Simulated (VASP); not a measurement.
# SnSe2 (R3m) in VASP: further runs

Aim: see how the results for SnSe2 move with the level of theory and the settings. Levels: PBE+D4, r2SCAN. Tasks: single point.

Everything below comes from runs of VASP 6.6.1. Logs are shortened: lines on timing, memory, paths and dates and some standing lists are left out, and cuts for length are marked.

### Step 1. The cell of the first run

Symmetry: R3m, No. 160, trigonal system. The conventional cell has a = 3.790 Å, b = 3.790 Å, c = 18.081 Å, α = 90.00°, β = 90.00°, γ = 120.00°. Within 3.8 Å of Sn (site symmetry 3m) lie 6 Se at 2.77 to 2.78 Å and 6 Sn at 3.79 Å. Se (site symmetry 3m) has 3 Sn at 2.78 Å and 10 Se at 3.41 to 3.79 Å within 3.8 Å. Se (site symmetry 3m) has 3 Sn at 2.77 Å and 10 Se at 3.41 to 3.79 Å within 3.8 Å.

### Step 2. Single point, PBE+D4

File INCAR:

```
ALGO = Normal
EDIFF = 1E-6
ENCUT = 520
GGA = PE
ISIF = 2
ISMEAR = -1
IVDW = 13
LASPH = T
LCHARG = F
LREAL = F
LWAVE = F
NBANDS = 20
NELM = 100
PREC = Accurate
SIGMA = 0.02
```

File KPOINTS:

```
k-points
0
Gamma
  6 6 6
```

File POSCAR:

```
SnSe2
1.0
    1.8950116506      1.0940854866      6.0269119705
   -1.8950116506      1.0940854866      6.0269119705
    0.0000000000     -2.1881709732      6.0269119705
Sn Se
1 2
Direct
   -0.0002292479     -0.0002292479     -0.0002292479
    0.4278747020      0.4278747020      0.4278747020
    0.2390212128      0.2390212128      0.2390212128
```

Potentials or basis: VASP PAW PBE potentials, release 64 (Sn_d, Se).

Command:

```
$ cat potpaw_PBE.64/Sn_d/POTCAR potpaw_PBE.64/Se/POTCAR > POTCAR
$ mpirun -np 1 vasp_std > vasp.out
```

OUTCAR:

```text
EDIFF = 1E-6
   ENCUT = 520
   GGA = PE
   ISIF = 2
   ISMEAR = -1
   IVDW = 13
   LASPH = T
   LREAL = F
   NELM = 100
   PREC = Accurate

 ion  position               nearest neighbor table
   1  1.000  1.000  1.000-   3 2.77   3 2.77   3 2.77   2 2.78   2 2.78   2 2.78
   2  0.428  0.428  0.428-   1 2.78   1 2.78   1 2.78
   3  0.239  0.239  0.239-   1 2.77   1 2.77   1 2.77

  LATTYP: Found a trigonal (rhomboedric) cell.
 ALAT       =     6.4118452966
 COS(alpha) =     0.8253020962

  Lattice vectors:

 A1 = (   1.8950116506,   1.0940854866,   6.0269119705)
 A2 = (  -1.8950116506,   1.0940854866,   6.0269119705)
 A3 = (   0.0000000000,  -2.1881709732,   6.0269119705)

Analysis of symmetry for initial positions (statically):
=====================================================================
 Subroutine PRICEL returns:
 Original cell was already a primitive cell.

 Routine SETGRP: Setting up the symmetry group for a
 trigonal (rhombohedral) supercell.

 Subroutine GETGRP returns: Found  6 space group operations
 (whereof  6 operations were pure point group operations)
 out of a pool of 12 trial point group operations.

The static configuration has the point symmetry C_3v.

Analysis of symmetry for dynamics (positions and initial velocities):
=====================================================================
 Subroutine PRICEL returns:
 Original cell was already a primitive cell.

 Routine SETGRP: Setting up the symmetry group for a
 trigonal (rhombohedral) supercell.

 Subroutine GETGRP returns: Found  6 space group operations
 (whereof  6 operations were pure point group operations)
 out of a pool of 12 trial point group operations.

The dynamic configuration has the point symmetry C_3v.

 Subroutine INISYM returns: Found  6 space group operations
 (whereof  6 operations are pure point group operations),
 and found     1 'primitive' translations

----------------------------------------------------------------------------------------

                                     Primitive cell

  volume of cell :      74.9738

  direct lattice vectors                    reciprocal lattice vectors
     1.895011651  1.094085487  6.026911970     0.263850621  0.152334227  0.055307483
    -1.895011651  1.094085487  6.026911970    -0.263850621  0.152334227  0.055307483
     0.000000000 -2.188170973  6.026911970     0.000000000 -0.304668454  0.055307483

  length of vectors
     6.411845297  6.411845297  6.411845297     0.309647839  0.309647839  0.309647839

  position of ions in fractional coordinates (direct lattice)
     0.999770752  0.999770752  0.999770752
     0.427874702  0.427874702  0.427874702
     0.239021213  0.239021213  0.239021213

  ion indices of the primitive-cell ions
   primitive index   ion index
                 1           1
                 2           2
                 3           3

----------------------------------------------------------------------------------------

 KPOINTS: k-points

Automatic generation of k-mesh.
 Grid dimensions read from file:
 generate k-points for:    6    6    6

 Generating k-lattice:

  Cartesian coordinates                     Fractional coordinates (reciprocal lattice)
     0.043975103  0.025389038  0.009217914     0.166666667 -0.000000000 -0.000000000
    -0.043975103  0.025389038  0.009217914    -0.000000000  0.166666667 -0.000000000
     0.000000000 -0.050778076  0.009217914    -0.000000000 -0.000000000  0.166666667

  Length of vectors
     0.051607973  0.051607973  0.051607973

  Shift w.r.t. Gamma in fractional coordinates (k-lattice)
     0.000000000  0.000000000  0.000000000

 Subroutine IBZKPT returns following result:
 ===========================================

 Found     32 irreducible k-points:

 Following reciprocal coordinates:
            Coordinates               Weight
  0.000000  0.000000  0.000000      1.000000
  0.166667  0.000000  0.000000      6.000000
  0.333333  0.000000 -0.000000      6.000000
  0.500000 -0.000000 -0.000000      3.000000
  0.166667  0.166667  0.000000      6.000000
  0.333333  0.166667  0.000000     12.000000
[... 16 lines left out ...]
  0.500000  0.500000  0.166667      6.000000
 -0.333333  0.500000  0.166667     12.000000
 [... further k-points ...]
   k-points           NKPTS =     32   k-points in BZ     NKDIM =     32   number of bands    NBANDS=     20
   number of dos      NEDOS =    301   number of ions     NIONS =      3
   total plane-waves  NPLWV = 110592
   dimension x,y,z NGX =    48 NGY =   48 NGZ =   48
   dimension x,y,z NGXF=    96 NGYF=   96 NGZF=   96
   ions per type =               1   2
   NGX,Y,Z   is equivalent  to a cutoff of  12.45, 12.45, 12.45 a.u.
   NGXF,Y,Z  is equivalent  to a cutoff of  24.89, 24.89, 24.89 a.u.
 SYSTEM =  unknown system
   PREC   = accura    normal or accurate (medium, high low for compatibility)
   ISTART =      0    job   : 0-new  1-cont  2-samecut
   ICHARG =      2    charge: 1-file 2-atom 10-const
   ISPIN  =      1    spin polarized calculation?
   LNONCOLLINEAR =      F non collinear calculations
   LSORBIT =      F    spin-orbit coupling
   LASPH  =      T    aspherical Exc in radial PAW
   ENCUT  =  520.0 eV  38.22 Ry    6.18 a.u.  11.92 11.92 11.92*2*pi/ulx,y,z
   NELM   =    100;   NELMIN=  2; NELMDL= -5     # of ELM steps
   EDIFF  = 0.1E-05   stopping-criterion for ELM
   LREAL  =      F    real-space projection
   EDIFFG = 0.1E-04   stopping-criterion for IOM
   NSW    =      0    number of steps for IOM
   IBRION =     -1    ionic relax: 0-MD 1-quasi-New 2-CG
   NFREE  =      0    steps in history (QN), initial steepest desc. (CG)
   ISIF   =      2    stress and relaxation
   ISYM   =      2    0-nonsym 1-usesym 2-fastsym
   POTIM  = 0.5000    time-step for ionic-motion
   TEBEG  =    0.0;   TEEND  =   0.0 temperature during run
   PSTRESS=    0.0 pullay stress
   NELECT =      26.0000    total number of electrons
   NUPDOWN=      -1.0000    fix difference up-down
   EMIN   =  10.00;   EMAX   =-10.00  energy-range for DOS
   EFERMI =   0.00;   METHOD = LEGACY
   ISMEAR =    -1;   SIGMA  =   0.02  broadening in eV -4-tet -1-fermi 0-gaus
   EFERMI_NEDOS =   21; number of points for ismear=-14 and -15
   IALGO  =     38    algorithm
   IMIX   =      4    mixing-type and parameters
     AMIX     =   0.40;   BMIX     =  1.00
     AMIX_MAG =   1.60;   BMIX_MAG =  1.00
  volume/ion in A,a.u.               =      24.99       168.65
  Fermi-wavevector in a.u.,A,eV,Ry     =   1.150172  2.173510 17.999094  1.322896
  Thomas-Fermi vector in A             =   2.286838
   LORBIT       =      0    0 simple, 1 ext, 2 COOP (PROOUT), +10 PAW based schemes
   GGA     = PE    functional components
   LHFCALC =     F    Hartree Fock is set to
   AEXX    =    0.0000 exact exchange contribution
   IVDW    =    13    specifies the selected vdW correction
   LEPSILON=     F    determine dielectric tensor
   LRPA    =     F    only Hartree local field effects (RPA)
 non-spin polarized calculation
  energy-cutoff  :      520.00
  volume of cell :       74.97
 maximum number of plane-waves:      2033
   NGX = 23   NGY = 23   NGZ = 23

 number of electron      26.0000003 magnetization

 Free energy of the ion-electron system (eV)
  ---------------------------------------------------
  ext. energy  EPLUGINS =         0.00000000
  ---------------------------------------------------
  free energy    TOTEN  =       -11.14126960 eV

  energy without entropy =      -11.13972010  energy(sigma->0) =      -11.14049485

 E-fermi :   5.1669     XC(G=0):  -9.7494

 val. band max:        5.1557799112   @ k =  -0.3333   0.3333   0.3333
 cond. band min:       5.1939405848   @ k =   0.1667   0.0000   0.0000
 fundamental gap:      0.0381606737
 Fermi energy:         5.1669182269

 k-point     1 :       0.0000    0.0000    0.0000
  band No.  band energies     occupation
      1     -16.6912      2.00000
      2     -16.6912      2.00000
      3     -16.6253      2.00000
      4     -16.6209      2.00000
      5     -16.6209      2.00000
      6      -9.2621      2.00000
[... 12 lines left out ...]
     19      13.5878      0.00000
     20      13.5909      0.00000

 k-point     2 :       0.1667    0.0000    0.0000
  band No.  band energies     occupation
      1     -16.6953      2.00000
      2     -16.6783      2.00000
      3     -16.6327      2.00000
      4     -16.6230      2.00000
      5     -16.6178      2.00000
      6      -8.9957      2.00000
[... 12 lines left out ...]
     19      12.7577      0.00000
     20      13.2409      0.00000

 k-point     3 :       0.3333    0.0000   -0.0000
  band No.  band energies     occupation
      1     -16.7048      2.00000
      2     -16.6560      2.00000
      3     -16.6524      2.00000
      4     -16.6271      2.00000
      5     -16.6016      2.00000
      6      -8.3282      2.00000
[... 12 lines left out ...]
     19      13.1685      0.00000
     20      14.3694      0.00000

 k-point     4 :       0.5000   -0.0000   -0.0000
  band No.  band energies     occupation
      1     -16.7100      2.00000
      2     -16.6675      2.00000
      3     -16.6394      2.00000
      4     -16.6292      2.00000
      5     -16.5933      2.00000
      6      -7.8690      2.00000
[... 12 lines left out ...]
     19      14.1637      0.00000
     20      15.7188      0.00000

 k-point     5 :       0.1667    0.1667    0.0000
  band No.  band energies     occupation
      1     -16.6953      2.00000
      2     -16.6783      2.00000
      3     -16.6328      2.00000
      4     -16.6229      2.00000
      5     -16.6178      2.00000
      6      -8.9700      2.00000
[... 12 lines left out ...]
     19      13.0318      0.00000
     20      13.4666      0.00000
[... 353 lines left out ...]
      6      -7.7316      2.00000
[... 12 lines left out ...]
     19      13.6153      0.00000
     20      14.2013      0.00000

 k-point    22 :      -0.1667    0.3333    0.1667
  band No.  band energies     occupation
      1     -16.6976      2.00000
      2     -16.6630      2.00000
      3     -16.6504      2.00000
      4     -16.6338      2.00000
      5     -16.5949      2.00000
      6      -7.8602      2.00000
[... 12 lines left out ...]
     19      13.1902      0.00000
     20      14.9973      0.00000

 k-point    23 :       0.5000    0.5000    0.1667
  band No.  band energies     occupation
      1     -16.7048      2.00000
      2     -16.6563      2.00000
      3     -16.6524      2.00000
      4     -16.6271      2.00000
      5     -16.6015      2.00000
      6      -8.0372      2.00000
[... 12 lines left out ...]
     19      12.9408      0.00000
     20      14.5222      0.00000

 k-point    24 :      -0.3333    0.5000    0.1667
  band No.  band energies     occupation
      1     -16.6976      2.00000
      2     -16.6631      2.00000
      3     -16.6504      2.00000
      4     -16.6338      2.00000
      5     -16.5948      2.00000
      6      -7.6604      2.00000
[... 12 lines left out ...]
     19      13.0474      0.00000
     20      14.2920      0.00000

 [... further k-points ...]

------------------------ aborting loop because EDIFF is reached ----------------------------------------

  DFT-D4 for vdW energy calculation

  Edisp (eV):   -1.21977

  FORCE on cell =-STRESS in cart. coord.  units (eV):
  Direction    XX          YY          ZZ          XY          YZ          ZX
  --------------------------------------------------------------------------------------
  -------------------------------------------------------------------------------------
  Total       0.32853     0.32853    -0.28224     0.00000     0.00000     0.00000
  in kB       7.02062     7.02062    -6.03132     0.00000     0.00000     0.00000
  external pressure =        2.67 kB  Pullay stress =        0.00 kB

 VOLUME and BASIS-vectors are now :
 -----------------------------------------------------------------------------
  energy-cutoff  :      520.00
  volume of cell :       74.97
      direct lattice vectors                 reciprocal lattice vectors
     1.895011651  1.094085487  6.026911970     0.263850621  0.152334227  0.055307483
    -1.895011651  1.094085487  6.026911970    -0.263850621  0.152334227  0.055307483
     0.000000000 -2.188170973  6.026911970     0.000000000 -0.304668454  0.055307483

 POSITION                                       TOTAL-FORCE (eV/Angst)
 -----------------------------------------------------------------------------------
      0.00000      0.00000     18.07659         0.000000      0.000000     -0.009147
      0.00000      0.00000      7.73629         0.000000     -0.000000      0.338243
      0.00000      0.00000      4.32168         0.000000      0.000000     -0.329096
 -----------------------------------------------------------------------------------
    total drift:                               -0.000000     -0.000000      0.000443

  FREE ENERGIE OF THE ION-ELECTRON SYSTEM (eV)
  ---------------------------------------------------
  free  energy   TOTEN  =       -12.3610398600 eV

  energy  without entropy=      -12.3594903647  energy(sigma->0) =      -12.36026511
```

Run time: 2.3 min. Hardware: 1 thread of Intel Xeon 8259CL, shared host; peak memory 0.33 GiB.

Results:

- Free energy: -12.3610 eV
- Pressure: 0.3 GPa
- Largest force: 0.338 eV/Å
- Band gap on the k mesh: zero (bands 13 and 14 overlap by 0.68 eV)
- Dispersion energy per atom: -0.407 eV

Forces in eV/Å, atoms in the order of the input:
```
Sn   0.000  0.000 -0.009
Se   0.000  0.000  0.338
Se   0.000  0.000 -0.329
```

Caveat: semilocal functionals underestimate gaps, so a narrow gap can read as zero; spin-orbit coupling is left out, which moves the levels of the heavy elements.

### Step 3. Single point, r2SCAN

POSCAR is that of step 2.

File INCAR.step1:

```
  PREC = Accurate
  ENCUT = 520
  ISMEAR = -1
  SIGMA = 0.02
  LREAL = F
  LASPH = T
  NELM = 80
  NBANDS = 20
  GGA = PE
  ALGO = Normal
  EDIFF = 1E-4
  LWAVE = T
  LCHARG = F
```

File INCAR.step2:

```
  PREC = Accurate
  ENCUT = 520
  EDIFF = 1E-6
  ISMEAR = -1
  SIGMA = 0.02
  LREAL = F
  LASPH = T
  NELM = 80
  ALGO = Normal
  ISIF = 2
  LWAVE = F
  LCHARG = T
  METAGGA = R2SCAN
  LMIXTAU = T
  LELF = T
  LVHAR = T
  NBANDS = 20
  ISTART = 1
```

File KPOINTS:

```
regular mesh
0
Gamma
  6 6 6
```

Potentials or basis: VASP PAW PBE potentials, release 64 (Sn_d, Se).

Command:

```
$ cat potpaw_PBE.64/Sn_d/POTCAR potpaw_PBE.64/Se/POTCAR > POTCAR
$ cp INCAR.step1 INCAR
$ mpirun -np 1 vasp_std > vasp.out
$ cp INCAR.step2 INCAR
$ mpirun -np 1 vasp_std > vasp.out
```

Wall time 9.6 min (1 thread of Intel Xeon 8259CL, shared host); peak memory 0.37 GiB.

Results (log left out):

```
Free energy            : -53.7823 eV
Pressure               : 1.1 GPa
Largest force          : 0.051 eV/Å
Band gap on the k mesh : zero (bands 13 and 14 overlap by 0.37 eV)
```

Forces on the atoms (eV/Å):
```
Sn   0.000  0.000  0.006
Se   0.000  0.000 -0.051
Se   0.000  0.000  0.045
```

Stress tensor (GPa, compression positive):
```
1.19 0.00 0.00
0.00 1.19 0.00
0.00 0.00 0.79
```

Levels at points of the mesh, in eV from the Fermi level:
| k point | band 9 | band 10 | band 11 | band 12 | band 13 | band 14 | band 15 | band 16 | band 17 | band 18 |
| --- | --- | --- | --- | --- | --- | --- | --- | --- | --- | --- |
| (0.00, 0.00, 0.00) | -1.23 | -1.23 | -0.77 | -0.77 | -0.76 | -0.22 | 4.11 | 4.11 | 4.52 | 7.89 |
| (0.50, 0.00, 0.00) | -5.17 | -3.98 | -2.65 | -1.69 | -1.52 | 0.37 | 2.06 | 4.32 | 5.49 | 7.80 |
| (0.50, 0.50, 0.00) | -5.18 | -3.83 | -3.11 | -1.85 | -0.81 | 0.70 | 2.74 | 4.15 | 4.25 | 6.78 |
| (0.50, 0.50, 0.50) | -3.33 | -1.55 | -1.55 | -0.30 | -0.30 | 1.58 | 3.73 | 3.94 | 3.94 | 6.52 |

Caveat: semilocal functionals underestimate gaps, so a narrow gap can read as zero; the PAW data sets were made with another functional, which shifts forces and pressure a little; spin-orbit coupling is left out, which moves the levels of the heavy elements.
